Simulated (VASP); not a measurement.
# H12CO5 in VASP: notebook

The runs below take H12CO5 through single point, with LDA.

Everything below comes from runs of VASP 6.6.1. Logs are shortened: lines on timing, memory, paths and dates and some standing lists are left out, and cuts for length are marked.

### Step 1. The cell of the first run

The cell holds an amorphous packing of atoms, 18 atoms: a = 4.118 Å, b = 4.319 Å, c = 5.267 Å, α = 93.36°, β = 98.54°, γ = 100.70°.

### Step 2. Single point, LDA

INCAR reads:

```
ALGO = Normal
EDIFF = 1E-7
ENCUT = 520
GGA = CA
ISIF = 2
ISMEAR = -1
LASPH = T
LCHARG = F
LREAL = Auto
LWAVE = F
NBANDS = 38
NELM = 80
PREC = Accurate
SIGMA = 0.02
```

KPOINTS reads:

```
k-points
0
Gamma
  1 1 1
```

POSCAR reads:

```
H12CO5
1.0
    4.0836660000     -0.4005710000     -0.3515490000
   -0.4005710000      4.2979670000     -0.1542770000
   -0.3515490000     -0.1542770000      5.2527300000
O H C
5 12 1
Direct
    0.2807731116      0.6176715986     -0.0177435300
    0.7470943478     -0.0736762321      1.2080715595
    0.1196732754      0.6651777664      0.5281049379
    0.3137521455      0.2736200199      0.3417865622
    0.8530037767      0.1315350349      0.7722775500
    0.3679317506      0.8427864437      0.0219445133
    0.1257611547      0.6359027591     -0.2624318444
    0.4900558955      0.1629673665      1.3581167843
    0.8480421080     -0.1535939967      1.0659851799
   -0.0725954145      0.7447274856      0.4219279264
    0.2227832010      0.4716027645      0.4413660461
    0.2940147003      0.4405393486      0.1137552593
    0.0126447247      0.0980745854      0.2823247898
    0.4011856241      0.2006259016      0.7880641813
    1.1030942118      0.2052694515      0.8139500835
    0.7180587884      0.3852518433      1.0828975309
    0.7206212367      0.5733421613      0.7703398392
    0.6755332193      0.3486936841      0.8658123382
```

Potentials or basis: VASP PAW LDA potentials, release 64 (O, H, C).

The run is started by

```
$ cat potpaw_LDA.64/O/POTCAR potpaw_LDA.64/H/POTCAR potpaw_LDA.64/C/POTCAR > POTCAR
$ mpirun -np 1 vasp_gam > vasp.out
```

OUTCAR:

```text
EDIFF = 1E-7
   ENCUT = 520
   GGA = CA
   ISIF = 2
   ISMEAR = -1
   LASPH = T
   LREAL = Auto
   NELM = 80
   PREC = Accurate

 ion  position               nearest neighbor table
   1  0.281  0.618  0.982-   6 0.97  12 1.07   7 1.36
   2  0.747  0.926  0.208-   9 0.98  13 1.20
   3  0.120  0.665  0.528-  10 1.02  11 1.11   7 1.11
   4  0.314  0.274  0.342-   8 0.94  11 1.13  13 1.31
   5  0.853  0.132  0.772-  15 1.01  18 1.40
   6  0.368  0.843  0.022-   1 0.97
   7  0.126  0.636  0.738-   3 1.11   1 1.36
   8  0.490  0.163  0.358-   4 0.94
   9  0.848  0.846  0.066-   2 0.98
  10  0.927  0.745  0.422-   3 1.02
  11  0.223  0.472  0.441-   3 1.11   4 1.13
  12  0.294  0.441  0.114-   1 1.07
  13  0.013  0.098  0.282-   2 1.20   4 1.31
  14  0.401  0.201  0.788-  18 1.19
  15  0.103  0.205  0.814-   5 1.01
  16  0.718  0.385  0.083-  18 1.13
  17  0.721  0.573  0.770-  18 1.12
  18  0.676  0.349  0.866-  17 1.12  16 1.13  14 1.19   5 1.40

  LATTYP: Found a triclinic cell.
 ALAT       =     4.3193493552
 B/A-ratio  =     1.6216163543
 C/A-ratio  =     0.9534531387
 COS(alpha) =     0.0028704736
 COS(beta)  =     0.1856945991
 COS(gamma) =     0.6607166131

  Lattice vectors:

 A1 = (  -0.4005710000,   4.2979670000,  -0.1542770000)
 A2 = (  -0.0490220000,   4.4522440000,  -5.4070070000)
 A3 = (  -4.0836660000,   0.4005710000,   0.3515490000)

Analysis of symmetry for initial positions (statically):
=====================================================================
 Subroutine PRICEL returns:
 Original cell was already a primitive cell.

 Routine SETGRP: Setting up the symmetry group for a
 triclinic supercell.

 Subroutine GETGRP returns: Found  1 space group operations
 (whereof  1 operations were pure point group operations)
 out of a pool of  2 trial point group operations.

The static configuration has the point symmetry C_1 .

Analysis of symmetry for dynamics (positions and initial velocities):
=====================================================================
 Subroutine PRICEL returns:
 Original cell was already a primitive cell.

 Routine SETGRP: Setting up the symmetry group for a
 triclinic supercell.

 Subroutine GETGRP returns: Found  1 space group operations
 (whereof  1 operations were pure point group operations)
 out of a pool of  2 trial point group operations.

The dynamic configuration has the point symmetry C_1 .

 Subroutine INISYM returns: Found  1 space group operations
 (whereof  1 operations are pure point group operations),
 and found     1 'primitive' translations

----------------------------------------------------------------------------------------

                                     Primitive cell

  volume of cell :      90.6784

  direct lattice vectors                    reciprocal lattice vectors
     4.083666000 -0.400571000 -0.351549000     0.248705874  0.023801991  0.017344200
    -0.400571000  4.297967000 -0.154277000     0.023801991  0.235191629  0.008500765
    -0.351549000 -0.154277000  5.252730000     0.017344200  0.008500765  0.191787663

  length of vectors
     4.118297200  4.319349355  5.266740979     0.250443543  0.236545767  0.192757858

  position of ions in fractional coordinates (direct lattice)
     0.280773112  0.617671599  0.982256470
     0.747094348  0.926323768  0.208071559
     0.119673275  0.665177766  0.528104938
     0.313752145  0.273620020  0.341786562
     0.853003777  0.131535035  0.772277550
     0.367931751  0.842786444  0.021944513
[... 10 lines left out ...]
     0.720621237  0.573342161  0.770339839
     0.675533219  0.348693684  0.865812338

  ion indices of the primitive-cell ions
   primitive index   ion index
                 1           1
                 2           2
                 3           3
                 4           4
                 5           5
                 6           6
[... 10 lines left out ...]
                17          17
                18          18

----------------------------------------------------------------------------------------

 KPOINTS: k-points

Automatic generation of k-mesh.
 Grid dimensions read from file:
 generate k-points for:    1    1    1

 Generating k-lattice:

  Cartesian coordinates                     Fractional coordinates (reciprocal lattice)
     0.248705874  0.023801991  0.017344200     1.000000000 -0.000000000  0.000000000
     0.023801991  0.235191629  0.008500765    -0.000000000  1.000000000  0.000000000
     0.017344200  0.008500765  0.191787663     0.000000000 -0.000000000  1.000000000

  Length of vectors
     0.250443543  0.236545767  0.192757858

  Shift w.r.t. Gamma in fractional coordinates (k-lattice)
     0.000000000  0.000000000  0.000000000

 Subroutine IBZKPT returns following result:
 ===========================================

 Found      1 irreducible k-points:

 Following reciprocal coordinates:
            Coordinates               Weight
  0.000000  0.000000  0.000000      1.000000
   k-points           NKPTS =      1   k-points in BZ     NKDIM =      1   number of bands    NBANDS=     38
   number of dos      NEDOS =    301   number of ions     NIONS =     18
   total plane-waves  NPLWV =  40960
   dimension x,y,z NGX =    32 NGY =   32 NGZ =   40
   dimension x,y,z NGXF=    64 NGYF=   64 NGZF=   80
   ions per type =               5  12   1
   NGX,Y,Z   is equivalent  to a cutoff of  12.92, 12.32, 12.63 a.u.
   NGXF,Y,Z  is equivalent  to a cutoff of  25.84, 24.63, 25.25 a.u.
 SYSTEM =  unknown system
   PREC   = accura    normal or accurate (medium, high low for compatibility)
   ISTART =      0    job   : 0-new  1-cont  2-samecut
   ICHARG =      2    charge: 1-file 2-atom 10-const
   ISPIN  =      1    spin polarized calculation?
   LNONCOLLINEAR =      F non collinear calculations
   LSORBIT =      F    spin-orbit coupling
   LASPH  =      T    aspherical Exc in radial PAW
   ENCUT  =  520.0 eV  38.22 Ry    6.18 a.u.   7.66  8.03  9.79*2*pi/ulx,y,z
   NELM   =     80;   NELMIN=  2; NELMDL= -5     # of ELM steps
   EDIFF  = 0.1E-06   stopping-criterion for ELM
   LREAL  =      T    real-space projection
   EDIFFG = 0.1E-05   stopping-criterion for IOM
   NSW    =      0    number of steps for IOM
   IBRION =     -1    ionic relax: 0-MD 1-quasi-New 2-CG
   NFREE  =      0    steps in history (QN), initial steepest desc. (CG)
   ISIF   =      2    stress and relaxation
   ISYM   =      2    0-nonsym 1-usesym 2-fastsym
   POTIM  = 0.5000    time-step for ionic-motion
   TEBEG  =    0.0;   TEEND  =   0.0 temperature during run
   PSTRESS=    0.0 pullay stress
   NELECT =      46.0000    total number of electrons
   NUPDOWN=      -1.0000    fix difference up-down
   EMIN   =  10.00;   EMAX   =-10.00  energy-range for DOS
   EFERMI =   0.00;   METHOD = LEGACY
   ISMEAR =    -1;   SIGMA  =   0.02  broadening in eV -4-tet -1-fermi 0-gaus
   EFERMI_NEDOS =   21; number of points for ismear=-14 and -15
   IALGO  =     38    algorithm
   IMIX   =      4    mixing-type and parameters
     AMIX     =   0.40;   BMIX     =  1.00
     AMIX_MAG =   1.60;   BMIX_MAG =  1.00
  volume/ion in A,a.u.               =       5.04        34.00
  Fermi-wavevector in a.u.,A,eV,Ry     =   1.305648  2.467317 23.194079  1.704717
  Thomas-Fermi vector in A             =   2.436503
   LORBIT       =      0    0 simple, 1 ext, 2 COOP (PROOUT), +10 PAW based schemes
   GGA     = CA    functional components
   LHFCALC =     F    Hartree Fock is set to
   AEXX    =    0.0000 exact exchange contribution
   IVDW    =     0    specifies the selected vdW correction
   LEPSILON=     F    determine dielectric tensor
   LRPA    =     F    only Hartree local field effects (RPA)
 non-spin polarized calculation
  energy-cutoff  :      520.00
  volume of cell :       90.68
 maximum number of plane-waves:      1216
 NGX is ok and might be reduce to    30
   NGX = 15   NGY = 17   NGZ = 19

 number of electron      46.0000000 magnetization

 Free energy of the ion-electron system (eV)
  ---------------------------------------------------
  ext. energy  EPLUGINS =         0.00000000
  ---------------------------------------------------
  free energy    TOTEN  =       -94.37008581 eV

  energy without entropy =      -94.37008581  energy(sigma->0) =      -94.37008581

 E-fermi :   0.5854     XC(G=0): -10.7301

 val. band max:       -0.0094161229   @ k =   0.0000   0.0000   0.0000
 cond. band min:       5.8883215663   @ k =   0.0000   0.0000   0.0000
 fundamental gap:      5.8977376892
 Fermi energy:         0.5854316378

 k-point     1 :       0.0000    0.0000    0.0000
  band No.  band energies     occupation
      1     -20.4041      2.00000
      2     -19.1406      2.00000
      3     -18.2589      2.00000
      4     -17.6754      2.00000
      5     -17.3053      2.00000
      6     -10.0115      2.00000
[... 27 lines left out ...]
     34      13.3772      0.00000
     35      13.5885      0.00000
 [bands above 35 left out]

------------------------ aborting loop because EDIFF is reached ----------------------------------------

  FORCE on cell =-STRESS in cart. coord.  units (eV):
  Direction    XX          YY          ZZ          XY          YZ          ZX
  --------------------------------------------------------------------------------------
  -------------------------------------------------------------------------------------
  Total        6.1858370      4.8848411      1.5822339     -1.7081968      3.0943761      0.1758748
  in kB      109.2961974     86.3091866     27.9561442    -30.1817547     54.6738532      3.1074936
  external PRESSURE =      74.5205094 kB  Pullay stress =       0.0000000 kB

 VOLUME and BASIS-vectors are now :
 -----------------------------------------------------------------------------
  energy-cutoff  :      520.00
  volume of cell :       90.68
      direct lattice vectors                 reciprocal lattice vectors
     4.083666000 -0.400571000 -0.351549000     0.248705874  0.023801991  0.017344200
    -0.400571000  4.297967000 -0.154277000     0.023801991  0.235191629  0.008500765
    -0.351549000 -0.154277000  5.252730000     0.017344200  0.008500765  0.191787663

 POSITION                                       TOTAL-FORCE (eV/Angst)
 -----------------------------------------------------------------------------------
      0.55385      2.39072      4.96553        -1.981714     -0.954884     -1.567462
      2.60668      3.64994      0.68739         2.548274      1.134421      1.466585
      0.03660      2.72950      2.62930        -1.344002      1.190405      1.643229
      1.05150      0.99760      1.64280        -1.881828     -0.877111     -2.415458
      3.15920      0.10450      3.73640        -2.018875      0.156161     -0.078173
      1.15720      3.47150     -0.14410         0.973622      0.496204      1.296359
[... 10 lines left out ...]
      2.44230      2.05670      3.70460        -0.332096      0.270277      0.142684
      2.31460      1.09450      4.25660         0.584595     -1.408357      0.046362
 -----------------------------------------------------------------------------------
    total drift:                               -0.001831      0.013912      0.000467

  FREE ENERGIE OF THE ION-ELECTRON SYSTEM (eV)
  ---------------------------------------------------
  free  energy   TOTEN  =       -94.3700858112 eV

  energy  without entropy=      -94.3700858112  energy(sigma->0) =      -94.37008581
```

Run time: 14 s. Hardware: 1 thread of Intel Xeon Platinum 8259CL at 2.50GHz (Skylake/Cascade Lake), shared host; peak memory 0.15 GiB.

What came out:

* Free energy: -94.3701 eV
* Pressure: 7.5 GPa
* Largest force: 3.185 eV/Å
* Band gap on the k mesh: 5.90 eV

Forces in eV/Å, atoms in the order of the input:
```
O   -1.982 -0.955 -1.567
O    2.548  1.134  1.467
O   -1.344  1.190  1.643
O   -1.882 -0.877 -2.415
O   -2.019  0.156 -0.078
H    0.974  0.496  1.296
H    0.466  0.221 -1.352
H    2.487 -1.827  0.264
H   -0.523 -0.418 -0.603
H    0.043 -0.144  0.147
H   -0.022  0.969  0.875
H    0.287  1.255  0.646
H   -0.958 -0.541  0.123
H    0.559  0.196  0.238
H    1.030  0.187 -0.103
H    0.082  0.096 -0.769
H   -0.332  0.270  0.143
C    0.585 -1.408  0.046
```

Levels at points of the mesh, in eV from the valence-band top:
| k point | band 20 | band 21 | band 22 | band 23 | band 24 | band 25 | band 26 | band 27 |
| --- | --- | --- | --- | --- | --- | --- | --- | --- |
| (0.00, 0.00, 0.00) | -1.04 | -0.71 | -0.44 | 0.00 | 5.90 | 8.15 | 9.42 | 9.94 |

Caveat: the k points lie up to 1.57 Å⁻¹ apart.

### Step 3. Single point, LDA

This run uses another cell than the first one, of 4.66 Å³/atom, 0.926 times its volume.

INCAR reads:

```
ALGO = Normal ; EDIFF = 1E-6
ENCUT = 520 ; GGA = CA
ISIF = 2 ; ISMEAR = -1
LASPH = True ; LCHARG = False
LREAL = Auto ; LWAVE = False
NBANDS = 38 ; NELM = 80
PREC = Accurate ; SIGMA = 0.02
```

KPOINTS is that of step 2.

POSCAR reads:

```
H12CO5
1.0
    3.9630130000     -0.7966940000     -0.1545400000
   -0.7966940000      3.9664710000     -0.4888880000
   -0.1545400000     -0.4888880000      5.6427380000
O H C
5 12 1
Direct
    0.2511608260      0.6746433610      0.0295671069
    0.8146043830     -0.1195170738      1.2715562016
    0.1509086013      0.6217708316      0.5434946144
    0.4847941859      0.2817876670      0.4008484361
    0.8028768311      0.0493188604      0.7565632118
    0.4951171658      0.8545907749      0.1514716050
    0.1810221866      0.7041084907     -0.2689642226
    0.7408985858      0.2909538836      1.4176880673
    0.9626374379     -0.2182158683      1.1491908485
   -0.2166868444      0.7219357805      0.4018720974
    0.3419465370      0.5168870994      0.5017323714
    0.2210156781      0.4927113540      0.1187254186
    0.3014872367      0.0495989144      0.4547863381
    0.3445177350      0.1194060764      0.7816627263
    1.0794698849      0.1460492296      0.8114186751
    0.6129081096      0.2935413275      1.0456852067
    0.6861160952      0.5408857827      0.8066943654
    0.6378406289      0.2724527015      0.8542077883
```

Potentials or basis: VASP PAW LDA potentials, release 64 (O, H, C).

The run is started by

```
$ cat potpaw_LDA.64/O/POTCAR potpaw_LDA.64/H/POTCAR potpaw_LDA.64/C/POTCAR > POTCAR
$ mpirun -np 1 vasp_gam > vasp.out
```

Wall time 16 s (1 thread of Intel Xeon Platinum 8259CL at 2.50GHz (Skylake/Cascade Lake), shared host); peak memory 0.15 GiB.

It converged, with:

```
Free energy            : -94.7533 eV
Pressure               : 5.7 GPa
Largest force          : 2.145 eV/Å
Band gap on the k mesh : 5.94 eV
```

Forces in eV/Å, atoms in the order of the input:
```
O    0.280  1.683 -0.096
O    0.619 -0.527  0.609
O   -0.901  1.234  1.395
O   -1.433 -1.563  0.292
O   -1.742  0.208  0.201
H    0.264 -0.521 -0.563
H   -0.060 -1.165 -1.800
H    0.161 -0.231  0.661
H   -0.304  0.484  0.345
H    0.071  1.463 -1.390
H    0.207 -0.135 -0.008
H   -0.279 -1.795  0.592
H    1.197  0.767 -0.947
H   -0.105 -0.317 -0.451
H   -0.231  0.363 -0.078
H    0.849  0.117  0.413
H    0.823  0.369 -0.196
C    0.582 -0.434  1.021
```

Stress tensor (GPa, compression positive):
```
2.16 2.21 7.09
2.21 6.27 6.06
7.09 6.06 8.63
```

Levels at points of the mesh, in eV from the valence-band top:
```tsv
k point	band 21	band 22	band 23	band 24	band 25	band 26
(0.00, 0.00, 0.00)	-0.99	-0.35	0.00	5.94	8.36	9.16
```

Caveat: the k points lie up to 1.71 Å⁻¹ apart.

### Step 4. Single point, LDA

This run uses another cell than the first one, of 4.90 Å³/atom, 0.973 times its volume.

INCAR reads:

```
SYSTEM = H12CO5
PREC = Accurate
ENCUT = 520
EDIFF = 1E-7
ISMEAR = -1
SIGMA = 0.02
LREAL = Auto
LASPH = .True.
NELM = 100
ALGO = Normal
ISIF = 2
LWAVE = .False.
LCHARG = .True.
LELF = .True.
LVHAR = .True.
NBANDS = 38
```

KPOINTS reads:

```
Automatic mesh
0
Gamma
  1 1 1
  0 0 0
```

POSCAR reads:

```
H12CO5
1.0
    3.8538990000     -0.8843180000      0.2329280000
   -0.8843180000      3.8161090000     -0.1416660000
    0.2329280000     -0.1416660000      6.3525960000
O H C
5 12 1
Direct
    0.2680859846      0.5709219706      0.0665453146
    0.8808190724     -0.0665064201      1.2153946004
    0.2370616015      0.7213155500      0.5575150071
    0.5687164289      0.3581887957      0.4373760261
    0.8673540858      0.0942576822      0.8095150481
    0.5638969554      0.7790627534      0.1371123418
    0.3193504025      0.7929623313     -0.3083070053
    0.8204960002      0.4998284740      1.4987403903
    1.1122353975     -0.2625690291      1.1212159768
   -0.1089515745      0.9183316071      0.3614229896
    0.3524221860      0.5086903172      0.5016335255
    0.1023369912      0.3086903689      0.1609253570
    0.4098383313      0.0688018315      0.4858461104
    0.4010809225      0.1568620103      0.8302588479
    1.1287235759      0.2024221959      0.8711659010
    0.6398496206      0.2944779332      1.0745652043
    0.7756480753      0.6086557914      0.8546672378
    0.6935816790      0.3095495047      0.9009069752
```

The run is started by

```
$ cat potpaw_LDA.64/O/POTCAR potpaw_LDA.64/H/POTCAR potpaw_LDA.64/C/POTCAR > POTCAR
$ mpirun -np 1 vasp_gam > vasp.out
```

Run time: 18 s. Hardware: 1 thread of Intel Xeon Platinum 8259CL at 2.50GHz (Skylake/Cascade Lake), shared host; peak memory 0.16 GiB.

It converged, with:

| Property | Result |
| --- | --- |
| Free energy | -96.3676 eV |
| Pressure | 3.6 GPa |
| Largest force | 3.662 eV/Å |
| Band gap on the k mesh | 6.39 eV |

Forces on the atoms (eV/Å):
```
O   -0.621  1.994  1.975
O    1.246  0.474 -3.317
O   -1.372 -1.004 -3.244
O   -1.394  0.284  0.008
O   -1.287  0.436 -0.126
H    0.300 -0.829  0.421
H    0.685  0.202  3.010
H    0.509 -0.140  0.564
H   -0.197 -0.148 -0.074
H   -0.245 -0.260  1.841
H    0.959  0.238 -0.204
H    0.204 -0.273 -0.356
H    0.601 -0.065 -0.097
H    0.520  0.235  0.572
H    0.420 -0.096 -0.310
H    0.034 -0.079 -0.102
H    0.816  0.602 -0.366
C   -1.178 -1.573 -0.196
```

Stress tensor (GPa, compression positive):
```
-0.30  0.49  2.17
 0.49  2.24 -3.13
 2.17 -3.13  8.86
```

Levels at points of the mesh, in eV from the valence-band top:
| k point | band 20 | band 21 | band 22 | band 23 | band 24 | band 25 | band 26 | band 27 |
| --- | --- | --- | --- | --- | --- | --- | --- | --- |
| (0.00, 0.00, 0.00) | -0.85 | -0.71 | -0.36 | 0.00 | 6.39 | 9.01 | 9.58 | 10.66 |

Caveat: the k points lie up to 1.78 Å⁻¹ apart.

### Step 5. Summary

| cell | gap on the mesh (eV) | pressure (GPa) | largest force (eV/Å) |
| --- | --- | --- | --- |
| a = 4.118, b = 4.319, c = 5.267 Å, angles 93.4, 98.5, 100.7°, 18 atoms | 5.90 | 7.5 | 3.19 |
| a = 4.045, b = 4.075, c = 5.666 Å, angles 101.4, 92.7, 112.2°, 18 atoms | 5.94 | 5.7 | 2.15 |
| a = 3.961, b = 3.920, c = 6.358 Å, angles 93.8, 84.3, 116.0°, 18 atoms | 6.39 | 3.6 | 3.66 |

Alike in all rows: task single point; level LDA; potentials or basis VASP PAW LDA potentials, release 64 (O, H, C); no spin polarisation; k mesh 1 × 1 × 1; cutoff (eV) 520; smearing fermi-dirac 0.02 eV.

Caveats: all runs use coarse meshes.

Total energies depend on the potentials used, so only differences within one code and one set of settings carry meaning.
